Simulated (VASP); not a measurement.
# BeAg (Pm-3m) in VASP: notebook

BeAg is run at these levels: PBE; tasks: single point.

Program: VASP 6.6.1. These are calculated values, not measurements. Logs are shortened: lines on timing, memory, paths and dates and some standing lists are left out, and cuts for length are marked.

### 1 The cell of the first run

It takes space group Pm-3m (No. 221, cubic). The conventional cell has a = 2.948 Å, b = 2.948 Å, c = 2.948 Å, α = 90.00°, β = 90.00°, γ = 90.00°. Within 3.4 Å of Be (site symmetry m-3m) lie 8 Ag at 2.55 Å and 6 Be at 2.95 Å. Ag (site symmetry m-3m) has 8 Be at 2.55 Å and 6 Ag at 2.95 Å within 3.4 Å.

### 2 Single point, PBE

File INCAR:

```
  ALGO = Normal
  EDIFF = 1E-6
  ENCUT = 520
  GGA = PE
  ISIF = 2
  ISMEAR = 0
  LASPH = True
  LCHARG = False
  LREAL = False
  LWAVE = False
  NBANDS = 14
  NELM = 80
  PREC = Accurate
  SIGMA = 0.1
```

File KPOINTS:

```
k-points
0
Gamma
  6 6 6
```

File POSCAR:

```
BeAg
1.0
    2.9482854140      0.0000000000      0.0000000000
    0.0000000000      2.9482854140      0.0000000000
    0.0000000000      0.0000000000      2.9482854140
Be Ag
1 1
Direct
    0.0000000000      0.0000000000      0.0000000000
    0.5000000000      0.5000000000      0.5000000000
```

Potentials or basis: VASP PAW PBE potentials, release 64 (Be, Ag).

Command:

```sh
> cat potpaw_PBE.64/Be/POTCAR potpaw_PBE.64/Ag/POTCAR > POTCAR
> mpirun -np 1 vasp_std > vasp.out
```

OUTCAR:

```text
EDIFF = 1E-6
   ENCUT = 520
   GGA = PE
   ISIF = 2
   ISMEAR = 0
   LASPH = True
   LREAL = False
   NELM = 80
   PREC = Accurate

 ion  position               nearest neighbor table
   1  0.000  0.000  0.000-   2 2.55   2 2.55   2 2.55   2 2.55   2 2.55   2 2.55   2 2.55   2 2.55

   2  0.500  0.500  0.500-   1 2.55   1 2.55   1 2.55   1 2.55   1 2.55   1 2.55   1 2.55   1 2.55

  LATTYP: Found a simple cubic cell.
 ALAT       =     2.9482854140

  Lattice vectors:

 A1 = (   2.9482854140,   0.0000000000,   0.0000000000)
 A2 = (   0.0000000000,   2.9482854140,   0.0000000000)
 A3 = (   0.0000000000,   0.0000000000,   2.9482854140)

Analysis of symmetry for initial positions (statically):
=====================================================================
 Subroutine PRICEL returns:
 Original cell was already a primitive cell.

 Routine SETGRP: Setting up the symmetry group for a
 simple cubic supercell.

 Subroutine GETGRP returns: Found 48 space group operations
 (whereof 48 operations were pure point group operations)
 out of a pool of 48 trial point group operations.

The static configuration has the point symmetry O_h .

Analysis of symmetry for dynamics (positions and initial velocities):
=====================================================================
 Subroutine PRICEL returns:
 Original cell was already a primitive cell.

 Routine SETGRP: Setting up the symmetry group for a
 simple cubic supercell.

 Subroutine GETGRP returns: Found 48 space group operations
 (whereof 48 operations were pure point group operations)
 out of a pool of 48 trial point group operations.

The dynamic configuration has the point symmetry O_h .

 Subroutine INISYM returns: Found 48 space group operations
 (whereof 48 operations are pure point group operations),
 and found     1 'primitive' translations

----------------------------------------------------------------------------------------

                                     Primitive cell

  volume of cell :      25.6276

  direct lattice vectors                    reciprocal lattice vectors
     2.948285414  0.000000000  0.000000000     0.339180188  0.000000000  0.000000000
     0.000000000  2.948285414  0.000000000     0.000000000  0.339180188  0.000000000
     0.000000000  0.000000000  2.948285414     0.000000000  0.000000000  0.339180188

  length of vectors
     2.948285414  2.948285414  2.948285414     0.339180188  0.339180188  0.339180188

  position of ions in fractional coordinates (direct lattice)
     0.000000000  0.000000000  0.000000000
     0.500000000  0.500000000  0.500000000

  ion indices of the primitive-cell ions
[... 83 lines left out ...]
   EMIN   =  10.00;   EMAX   =-10.00  energy-range for DOS
   EFERMI =   0.00;   METHOD = LEGACY
   ISMEAR =     0;   SIGMA  =   0.10  broadening in eV -4-tet -1-fermi 0-gaus
   EFERMI_NEDOS =   21; number of points for ismear=-14 and -15
   IALGO  =     38    algorithm
   IMIX   =      4    mixing-type and parameters
     AMIX     =   0.40;   BMIX     =  1.00
     AMIX_MAG =   1.60;   BMIX_MAG =  1.00
  volume/ion in A,a.u.               =      12.81        86.47
  Fermi-wavevector in a.u.,A,eV,Ry     =   1.305629  2.467281 23.193401  1.704667
  Thomas-Fermi vector in A             =   2.436485
   LORBIT       =      0    0 simple, 1 ext, 2 COOP (PROOUT), +10 PAW based schemes
   GGA     = PE    functional components
   LHFCALC =     F    Hartree Fock is set to
   AEXX    =    0.0000 exact exchange contribution
   IVDW    =     0    specifies the selected vdW correction
   LEPSILON=     F    determine dielectric tensor
   LRPA    =     F    only Hartree local field effects (RPA)
 non-spin polarized calculation
 Gauss-broadening in eV      SIGMA  =   0.10
  energy-cutoff  :      520.00
  volume of cell :       25.63
 maximum number of plane-waves:       739
 NGX is ok and might be reduce to    24
   NGX = 11   NGY = 11   NGZ = 11

 number of electron      13.0000004 magnetization

 Free energy of the ion-electron system (eV)
  ---------------------------------------------------
  ext. energy  EPLUGINS =         0.00000000
  ---------------------------------------------------
  free energy    TOTEN  =        -6.10953892 eV

  energy without entropy =       -6.10827607  energy(sigma->0) =       -6.10890750

 E-fermi :   8.3044     XC(G=0): -11.6535

 val. band max:        8.0788913280   @ k =   0.3333   0.1667   0.0000
 cond. band min:       8.4016183611   @ k =   0.5000   0.3333   0.3333
 fundamental gap:      0.3227270331
 Fermi energy:         8.3044437954

 k-point     1 :       0.0000    0.0000    0.0000
  band No.  band energies     occupation
      1      -1.1603      2.00000
      2       1.6999      2.00000
      3       1.6999      2.00000
      4       3.7065      2.00000
      5       3.7065      2.00000
      6       3.7065      2.00000
      7      12.7777      0.00000
      8      12.7777      0.00000
      9      12.7777      0.00000
     10      20.2284      0.00000
     11      20.2284      0.00000
     12      21.5716      0.00000
     13      29.6629      0.00000
     14      29.6629      0.00000
[... 309 lines left out ...]
      1       1.2897      2.00000
      2       1.2897      2.00000
      3       1.2897      2.00000
      4       4.4488      2.00000
      5       4.4488      2.00000
      6      11.9549      0.00000
      7      12.4985      0.00000
      8      12.4985      0.00000
      9      12.4985      0.00000
     10      12.6881      0.00000
     11      12.6881      0.00000
     12      12.6881      0.00000
     13      17.5710      0.00000
     14      35.9948      0.00000

------------------------ aborting loop because EDIFF is reached ----------------------------------------

  FORCE on cell =-STRESS in cart. coord.  units (eV):
  Direction    XX          YY          ZZ          XY          YZ          ZX
  --------------------------------------------------------------------------------------
  -------------------------------------------------------------------------------------
  Total       -0.0363171     -0.0363171     -0.0363171      0.0000000     -0.0000000      0.0000000
  in kB       -2.2704552     -2.2704552     -2.2704552      0.0000000     -0.0000000      0.0000000
  external PRESSURE =      -2.2704552 kB  Pullay stress =       0.0000000 kB

 VOLUME and BASIS-vectors are now :
 -----------------------------------------------------------------------------
  energy-cutoff  :      520.00
  volume of cell :       25.63
      direct lattice vectors                 reciprocal lattice vectors
     2.948285414  0.000000000  0.000000000     0.339180188  0.000000000  0.000000000
     0.000000000  2.948285414  0.000000000     0.000000000  0.339180188  0.000000000
     0.000000000  0.000000000  2.948285414     0.000000000  0.000000000  0.339180188

 POSITION                                       TOTAL-FORCE (eV/Angst)
 -----------------------------------------------------------------------------------
      0.00000      0.00000      0.00000         0.000000      0.000000      0.000000
      1.47414      1.47414      1.47414         0.000000      0.000000      0.000000
 -----------------------------------------------------------------------------------
    total drift:                                0.000000     -0.000000     -0.000000

  FREE ENERGIE OF THE ION-ELECTRON SYSTEM (eV)
  ---------------------------------------------------
  free  energy   TOTEN  =        -6.1095389247 eV

  energy  without entropy=       -6.1082760744  energy(sigma->0) =       -6.10890750
```

OSZICAR:

```text
N       E                     dE             d eps       ncg     rms          rms(c)
DAV:   1     0.560221653449E+02    0.56022E+02   -0.61763E+03   560   0.834E+02
DAV:   2    -0.606718683422E+01   -0.62089E+02   -0.57458E+02   680   0.192E+02
DAV:   3    -0.719616385899E+01   -0.11290E+01   -0.11273E+01   704   0.263E+01
DAV:   4    -0.719922788228E+01   -0.30640E-02   -0.30639E-02   638   0.159E+00
DAV:   5    -0.719925895740E+01   -0.31075E-04   -0.31077E-04   704   0.155E-01    0.807E+00
DAV:   6    -0.616647395371E+01    0.10328E+01   -0.65814E+00   590   0.222E+01    0.498E+00
DAV:   7    -0.612370457603E+01    0.42769E-01   -0.17775E-01   590   0.407E+00    0.240E+00
DAV:   8    -0.611029489542E+01    0.13410E-01   -0.43029E-03   662   0.577E-01    0.350E-01
DAV:   9    -0.610953955026E+01    0.75535E-03   -0.15698E-03   644   0.348E-01    0.477E-02
DAV:  10    -0.610954329170E+01   -0.37414E-05   -0.32413E-05   662   0.452E-02    0.251E-02
DAV:  11    -0.610953940249E+01    0.38892E-05   -0.70890E-06   644   0.216E-02    0.238E-03
DAV:  12    -0.610953892466E+01    0.47783E-06   -0.40836E-07   316   0.556E-03
   1 F= -.61095389E+01 E0= -.61089075E+01  d E =-.126285E-02
```

stdout:

```text
POSCAR found type information on POSCAR BeAg
 POSCAR found :  2 types and       2 ions
 scaLAPACK will be used
 LDA part: xc-table for (Slater+PW92), standard interpolation
 POSCAR, INCAR and KPOINTS ok, starting setup
 FFT: planning ... GRIDC
 FFT: planning ... GRID_SOFT
 FFT: planning ... GRID
 WAVECAR not read
 entering main loop
```

Wall time 7.2 s (1 thread of Intel Xeon 8259CL, shared host); peak memory 0.14 GiB.

What came out:

| Item | Value |
| --- | --- |
| Free energy | -6.1095 eV |
| Pressure | -0.2 GPa |
| Band gap on the k mesh | zero (an odd number of electrons rules out a gap without spin polarisation) |

### 3 Single point, PBE

This run uses another cell than the first one, of 13.93 Å³/atom.

File INCAR:

```
SYSTEM = BeAg
ALGO = Normal
EDIFF = 1E-6
ENCUT = 520
GGA = PE
ISIF = 2
ISMEAR = 0
LASPH = .True.
LCHARG = .False.
LREAL = .False.
LWAVE = .False.
NBANDS = 14
NELM = 80
PREC = Accurate
SIGMA = 0.1
```

File KPOINTS:

```
k-points
0
Gamma
  6 6 6
  0 0 0
```

File POSCAR:

```
BeAg
1.0
    3.0315095746      0.0000000000      0.0000000000
    0.0000000000      3.0315095746      0.0000000000
    0.0000000000      0.0000000000      3.0315095746
Be Ag
1 1
Direct
    0.0000000000      0.0000000000      0.0000000000
    0.5000000000      0.5000000000      0.5000000000
```

Potentials or basis: VASP PAW PBE potentials, release 64 (Be, Ag).

Command:

```sh
> cat potpaw_PBE.64/Be/POTCAR potpaw_PBE.64/Ag/POTCAR > POTCAR
> mpirun -np 1 vasp_std > vasp.out
```

Run time: 11 s. Hardware: 1 thread of Intel Xeon 8259CL, shared host; peak memory 0.14 GiB.

It converged, with:

* Free energy: -6.0452 eV
* Pressure: -8.5 GPa
* Band gap on the k mesh: zero (an odd number of electrons rules out a gap without spin polarisation)

Levels at points of the mesh, in eV from the Fermi level:
| k point | band 3 | band 4 | band 5 | band 6 | band 7 | band 8 | band 9 | band 10 |
| --- | --- | --- | --- | --- | --- | --- | --- | --- |
| (0.00, 0.00, 0.00) | -6.11 | -4.39 | -4.39 | -4.39 | 4.36 | 4.36 | 4.36 | 11.41 |
| (0.50, 0.00, 0.00) | -5.16 | -5.16 | -4.65 | -4.32 | -2.36 | 7.87 | 7.87 | 10.67 |
| (0.50, 0.50, 0.00) | -4.91 | -4.91 | -3.78 | -1.88 | -1.88 | 2.54 | 2.82 | 7.53 |
| (0.50, 0.50, 0.50) | -6.47 | -3.75 | -3.75 | 3.30 | 4.09 | 4.09 | 4.09 | 4.11 |

Caveat: the cell stands under tension.
